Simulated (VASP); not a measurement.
# Na (Im-3m) in VASP: notebook

Runs on Na. Level: PBE. Tasks: single point.

Everything below comes from runs of VASP 6.6.1. Logs are shortened: lines on timing, memory, paths and dates and some standing lists are left out, and cuts for length are marked.

## Step 1: The cell of the first run

It takes space group Im-3m (No. 229, cubic). Conventional cell: a = 4.235 Å, b = 4.235 Å, c = 4.235 Å, α = 90.00°, β = 90.00°, γ = 90.00°. Na (site symmetry m-3m) has 14 Na at 3.67 to 4.24 Å within 4.8 Å.

## Step 2: Single point, PBE

Contents of INCAR:

```
PREC = Accurate
ENCUT = 520
EDIFF = 1E-6
ISMEAR = 0
SIGMA = 0.1
LREAL = False
LASPH = True
NELM = 80
ALGO = Fast
ISIF = 2
LWAVE = False
LCHARG = False
GGA = PE
NBANDS = 10
```

Contents of KPOINTS:

```
Automatic mesh
0
Gamma
  6 6 6
```

Contents of POSCAR:

```
Na
1.0
   -2.1175000000      2.1175000000      2.1175000000
    2.1175000000     -2.1175000000      2.1175000000
    2.1175000000      2.1175000000     -2.1175000000
Na
1
Direct
    0.0000000000      0.0000000000      0.0000000000
```

Potentials or basis: VASP PAW PBE potentials, release 64 (Na_pv).

Run with:

```console
$ cat potpaw_PBE.64/Na_pv/POTCAR > POTCAR
$ mpirun -np 1 vasp_std > vasp.out
```

OUTCAR:

```text
PREC = Accurate
   ENCUT = 520
   EDIFF = 1E-6
   ISMEAR = 0
   LREAL = False
   LASPH = True
   NELM = 80
   ISIF = 2
   GGA = PE

 ion  position               nearest neighbor table
   1  0.000  0.000  0.000-

  LATTYP: Found a body centered cubic cell.
 ALAT       =     4.2350000000

  Lattice vectors:

 A1 = (  -2.1175000000,   2.1175000000,   2.1175000000)
 A2 = (   2.1175000000,  -2.1175000000,   2.1175000000)
 A3 = (   2.1175000000,   2.1175000000,  -2.1175000000)

Analysis of symmetry for initial positions (statically):
=====================================================================
 Subroutine PRICEL returns:
 Original cell was already a primitive cell.

 Routine SETGRP: Setting up the symmetry group for a
 body centered cubic supercell.

 Subroutine GETGRP returns: Found 48 space group operations
 (whereof 48 operations were pure point group operations)
 out of a pool of 48 trial point group operations.

The static configuration has the point symmetry O_h .

Analysis of symmetry for dynamics (positions and initial velocities):
=====================================================================
 Subroutine PRICEL returns:
 Original cell was already a primitive cell.

 Routine SETGRP: Setting up the symmetry group for a
 body centered cubic supercell.

 Subroutine GETGRP returns: Found 48 space group operations
 (whereof 48 operations were pure point group operations)
 out of a pool of 48 trial point group operations.

The dynamic configuration has the point symmetry O_h .

 Subroutine INISYM returns: Found 48 space group operations
 (whereof 48 operations are pure point group operations),
 and found     1 'primitive' translations

----------------------------------------------------------------------------------------

                                     Primitive cell

  volume of cell :      37.9778

  direct lattice vectors                    reciprocal lattice vectors
    -2.117500000  2.117500000  2.117500000     0.000000000  0.236127509  0.236127509
     2.117500000 -2.117500000  2.117500000     0.236127509  0.000000000  0.236127509
     2.117500000  2.117500000 -2.117500000     0.236127509  0.236127509  0.000000000

  length of vectors
     3.667617585  3.667617585  3.667617585     0.333934725  0.333934725  0.333934725

  position of ions in fractional coordinates (direct lattice)
     0.000000000  0.000000000  0.000000000

  ion indices of the primitive-cell ions
   primitive index   ion index
                 1           1

----------------------------------------------------------------------------------------

 KPOINTS: Automatic mesh

Automatic generation of k-mesh.
 Grid dimensions read from file:
 generate k-points for:    6    6    6

 Generating k-lattice:

  Cartesian coordinates                     Fractional coordinates (reciprocal lattice)
     0.000000000  0.039354585  0.039354585     0.166666667  0.000000000  0.000000000
     0.039354585  0.000000000  0.039354585     0.000000000  0.166666667  0.000000000
     0.039354585  0.039354585  0.000000000     0.000000000  0.000000000  0.166666667

  Length of vectors
     0.055655788  0.055655788  0.055655788

  Shift w.r.t. Gamma in fractional coordinates (k-lattice)
     0.000000000  0.000000000  0.000000000

 Subroutine IBZKPT returns following result:
 ===========================================

 Found     16 irreducible k-points:

 Following reciprocal coordinates:
            Coordinates               Weight
  0.000000  0.000000  0.000000      1.000000
  0.166667  0.000000  0.000000     12.000000
  0.333333  0.000000  0.000000     12.000000
  0.500000  0.000000  0.000000      6.000000
  0.166667  0.166667  0.000000     24.000000
  0.333333  0.166667 -0.000000     48.000000
[... 8 lines left out ...]
  0.500000  0.500000  0.333333     12.000000
  0.500000  0.500000  0.500000      1.000000
   k-points           NKPTS =     16   k-points in BZ     NKDIM =     16   number of bands    NBANDS=     10
   number of dos      NEDOS =    301   number of ions     NIONS =      1
   total plane-waves  NPLWV =  21952
   dimension x,y,z NGX =    28 NGY =   28 NGZ =   28
   dimension x,y,z NGXF=    56 NGYF=   56 NGZF=   56
   ions per type =               1
   NGX,Y,Z   is equivalent  to a cutoff of  12.69, 12.69, 12.69 a.u.
   NGXF,Y,Z  is equivalent  to a cutoff of  25.38, 25.38, 25.38 a.u.
 SYSTEM =  unknown system
   PREC   = accura    normal or accurate (medium, high low for compatibility)
   ISTART =      0    job   : 0-new  1-cont  2-samecut
   ICHARG =      2    charge: 1-file 2-atom 10-const
   ISPIN  =      1    spin polarized calculation?
   LNONCOLLINEAR =      F non collinear calculations
   LSORBIT =      F    spin-orbit coupling
   LASPH  =      T    aspherical Exc in radial PAW
   ENCUT  =  520.0 eV  38.22 Ry    6.18 a.u.   6.82  6.82  6.82*2*pi/ulx,y,z
   NELM   =     80;   NELMIN=  2; NELMDL= -5     # of ELM steps
   EDIFF  = 0.1E-05   stopping-criterion for ELM
   LREAL  =      F    real-space projection
   EDIFFG = 0.1E-04   stopping-criterion for IOM
   NSW    =      0    number of steps for IOM
   IBRION =     -1    ionic relax: 0-MD 1-quasi-New 2-CG
   NFREE  =      0    steps in history (QN), initial steepest desc. (CG)
   ISIF   =      2    stress and relaxation
   ISYM   =      2    0-nonsym 1-usesym 2-fastsym
   POTIM  = 0.5000    time-step for ionic-motion
   TEBEG  =    0.0;   TEEND  =   0.0 temperature during run
   PSTRESS=    0.0 pullay stress
   NELECT =       7.0000    total number of electrons
   NUPDOWN=      -1.0000    fix difference up-down
   EMIN   =  10.00;   EMAX   =-10.00  energy-range for DOS
   EFERMI =   0.00;   METHOD = LEGACY
   ISMEAR =     0;   SIGMA  =   0.10  broadening in eV -4-tet -1-fermi 0-gaus
   EFERMI_NEDOS =   21; number of points for ismear=-14 and -15
   IALGO  =     68    algorithm
   IMIX   =      4    mixing-type and parameters
     AMIX     =   0.40;   BMIX     =  1.00
     AMIX_MAG =   1.60;   BMIX_MAG =  1.00
  volume/ion in A,a.u.               =      37.98       256.29
  Fermi-wavevector in a.u.,A,eV,Ry     =   0.931674  1.760609 11.810087  0.868017
  Thomas-Fermi vector in A             =   2.058192
   LORBIT       =      0    0 simple, 1 ext, 2 COOP (PROOUT), +10 PAW based schemes
   GGA     = PE    functional components
   LHFCALC =     F    Hartree Fock is set to
   AEXX    =    0.0000 exact exchange contribution
   IVDW    =     0    specifies the selected vdW correction
   LEPSILON=     F    determine dielectric tensor
   LRPA    =     F    only Hartree local field effects (RPA)
 non-spin polarized calculation
 RMM-DIIS sequential band-by-band and
 Gauss-broadening in eV      SIGMA  =   0.10
  energy-cutoff  :      520.00
  volume of cell :       37.98
 maximum number of plane-waves:      1055
   NGX = 13   NGY = 13   NGZ = 13

 number of electron       7.0000012 magnetization

 Free energy of the ion-electron system (eV)
  ---------------------------------------------------
  ext. energy  EPLUGINS =         0.00000000
  ---------------------------------------------------
  free energy    TOTEN  =        -1.28063000 eV

  energy without entropy =       -1.26824663  energy(sigma->0) =       -1.27443831

 E-fermi :   0.2886     XC(G=0):  -6.4399

 val. band max:       -0.1530050496   @ k =   0.1667   0.1667   0.1667
 cond. band min:       0.2996998413   @ k =   0.3333   0.1667  -0.0000
 fundamental gap:      0.4527048909
 Fermi energy:         0.2885762962

 k-point     1 :       0.0000    0.0000    0.0000
  band No.  band energies     occupation
      1     -24.6591      2.00000
      2     -24.6591      2.00000
      3     -24.6591      2.00000
      4      -2.9673      2.00000
      5      11.8369      0.00000
      6      11.8369      0.00000
      7      11.8369      0.00000
      8      12.8233      0.00000
      9      12.8241      0.00000
     10      13.3729      0.00000

 k-point     2 :       0.1667    0.0000    0.0000
  band No.  band energies     occupation
      1     -24.6673      2.00000
      2     -24.6619      2.00000
      3     -24.6591      2.00000
      4      -2.4876      2.00000
      5       8.2045      0.00000
      6      10.1726      0.00000
      7      10.6607      0.00000
      8      11.0305      0.00000
      9      11.8601      0.00000
     10      13.8222      0.00000

 k-point     3 :       0.3333    0.0000    0.0000
  band No.  band energies     occupation
      1     -24.6836      2.00000
      2     -24.6675      2.00000
      3     -24.6591      2.00000
      4      -1.0740      2.00000
      5       4.3512      0.00000
      6       8.8237      0.00000
      7       9.6095      0.00000
      8       9.7927      0.00000
      9      10.8592      0.00000
     10      15.0828      0.00000

 k-point     4 :       0.5000    0.0000    0.0000
  band No.  band energies     occupation
      1     -24.6917      2.00000
      2     -24.6702      2.00000
      3     -24.6590      2.00000
      4       1.0120      0.00000
      5       1.4518      0.00000
      6       8.3674      0.00000
      7       9.2529      0.00000
      8       9.3812      0.00000
      9      10.4356      0.00000
     10      16.1978      0.00000
[... 118 lines left out ...]
 k-point    14 :      -0.3333    0.3333    0.3333
  band No.  band energies     occupation
      1     -24.6806      2.00000
      2     -24.6767      2.00000
      3     -24.6767      2.00000
      4       0.7548      0.00000
      5       5.6689      0.00000
      6       5.8870      0.00000
      7       5.8870      0.00000
      8       7.5275      0.00000
      9      11.7555      0.00000
     10      15.5040      0.00000

 k-point    15 :       0.5000    0.5000    0.3333
  band No.  band energies     occupation
      1     -24.6851      2.00000
      2     -24.6797      2.00000
      3     -24.6769      2.00000
      4       2.7298      0.00000
      5       3.2276      0.00000
      6       5.4801      0.00000
      7       6.0138      0.00000
      8       7.9826      0.00000
      9       9.5568      0.00000
     10      15.5700      0.00000

 k-point    16 :       0.5000    0.5000    0.5000
  band No.  band energies     occupation
      1     -24.6829      2.00000
      2     -24.6829      2.00000
      3     -24.6829      2.00000
      4       4.7403      0.00000
      5       4.7403      0.00000
      6       5.0756      0.00000
      7       5.0756      0.00000
      8       5.0756      0.00000
      9       7.7485      0.00000
     10      19.4300      0.00000

------------------------ aborting loop because EDIFF is reached ----------------------------------------

  FORCE on cell =-STRESS in cart. coord.  units (eV):
  Direction    XX          YY          ZZ          XY          YZ          ZX
  --------------------------------------------------------------------------------------
  -------------------------------------------------------------------------------------
  Total       -0.0490692     -0.0490692     -0.0490692     -0.0000000      0.0000000     -0.0000000
  in kB       -2.0700889     -2.0700889     -2.0700889     -0.0000000      0.0000000     -0.0000000
  external PRESSURE =      -2.0700889 kB  Pullay stress =       0.0000000 kB

 VOLUME and BASIS-vectors are now :
 -----------------------------------------------------------------------------
  energy-cutoff  :      520.00
  volume of cell :       37.98
      direct lattice vectors                 reciprocal lattice vectors
    -2.117500000  2.117500000  2.117500000     0.000000000  0.236127509  0.236127509
     2.117500000 -2.117500000  2.117500000     0.236127509  0.000000000  0.236127509
     2.117500000  2.117500000 -2.117500000     0.236127509  0.236127509  0.000000000

 POSITION                                       TOTAL-FORCE (eV/Angst)
 -----------------------------------------------------------------------------------
      0.00000      0.00000      0.00000        -0.000000      0.000000      0.000000
 -----------------------------------------------------------------------------------
    total drift:                               -0.000000     -0.000000     -0.000000

  FREE ENERGIE OF THE ION-ELECTRON SYSTEM (eV)
  ---------------------------------------------------
  free  energy   TOTEN  =        -1.2806299970 eV

  energy  without entropy=       -1.2682466260  energy(sigma->0) =       -1.27443831
```

Wall time 4.4 s (1 thread of Intel Xeon 6975P-C (Granite Rapids), shared host); peak memory 0.14 GiB.

Results:

```yaml
Free_energy: -1.2806 eV
Pressure: -0.2 GPa
Band_gap_on_the_k_mesh: zero (an odd number of electrons rules out a gap without spin polarisation)
```

## Step 3: Single point, PBE

This run uses another cell than the first one, of 36.93 Å³/atom.

Contents of INCAR:

```
SYSTEM = Na
  PREC = Accurate
  ENCUT = 520
  EDIFF = 1E-7
  ISMEAR = 0
  SIGMA = 0.1
  LREAL = .FALSE.
  LASPH = .TRUE.
  NELM = 80
  ALGO = Fast
  ISIF = 2
  LWAVE = .FALSE.
  LCHARG = .FALSE.
  GGA = PE
  NBANDS = 10
```

Contents of KPOINTS:

```
Automatic mesh
0
G
  14 14 14
  0 0 0
```

Contents of POSCAR:

```
Na
1.0
   -2.0979287323      2.0979287323      2.0979287323
    2.0979287323     -2.0979287323      2.0979287323
    2.0979287323      2.0979287323     -2.0979287323
Na
1
Direct
    0.0000000000      0.0000000000      0.0000000000
```

Potentials or basis: VASP PAW PBE potentials, release 64 (Na_pv).

Run with:

```console
$ cat potpaw_PBE.64/Na_pv/POTCAR > POTCAR
$ mpirun -np 1 vasp_std > vasp.out
```

It took 15 s on 1 thread of Intel Xeon 6975P-C (Granite Rapids), shared host; peak memory 0.15 GiB.

It converged, with:

```
Free energy            : -1.3122 eV
Pressure               : 0.0 GPa
Band gap on the k mesh : zero (an odd number of electrons rules out a gap without spin polarisation)
```

Levels at points of the mesh, in eV from the Fermi level:
| k point | band 1 | band 2 | band 3 | band 4 | band 5 | band 6 |
| --- | --- | --- | --- | --- | --- | --- |
| (0.00, 0.00, 0.00) | -24.87 | -24.87 | -24.87 | -3.26 | 11.78 | 11.78 |
| (0.50, 0.00, 0.00) | -24.91 | -24.89 | -24.87 | 0.78 | 1.25 | 8.25 |
| (0.50, 0.50, 0.50) | -24.90 | -24.90 | -24.90 | 4.55 | 4.55 | 4.93 |

The gap in the log of VASP goes by the Fermi energy; the results here count the filled bands.